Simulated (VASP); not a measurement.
Ir, 3 atoms in the cell. Symmetry: P6/mmm, No. 191, hexagonal system. Conventional cell: a = 4.623 Å, b = 4.623 Å, c = 2.861 Å, α = 90.00°, β = 90.00°, γ = 120.00°. Ir (site symmetry 6/mmm) has 14 Ir at 2.86 to 3.03 Å within 3.8 Å. Ir (site symmetry -6m2) has 11 Ir at 2.67 to 3.03 Å within 3.5 Å. This isn't the form of Ir at room conditions, which is fcc.

```yaml
Program: VASP 6.6.1
Task: single point
Functional: BLYP
Potentials_or_basis: VASP PAW PBE potentials, release 64 (Ir)
Cutoff: 520 eV
k_mesh: 9 × 9 × 13
Occupations: fermi-dirac, width 0.1 eV
Spin: no spin polarisation
Dipole_correction: no
Further_INCAR_settings: ALGO = Normal; EDIFF = 1e-06; NBANDS = 20
```

Potentials or basis: VASP PAW PBE potentials, release 64 (Ir).

Launch:

```bash
$ cat potpaw_PBE.64/Ir/POTCAR > POTCAR
$ mpirun -np 1 vasp_std > vasp.out
```

Hardware: 1 thread of Intel Xeon 8259CL, on a shared host.

Question: How long does it take, and how much memory?

Answer: Wall time 120 s on 1 thread of Intel Xeon 8259CL (shared host), peak memory 0.22 GiB. Counts: scf iterations 13, k points 84.
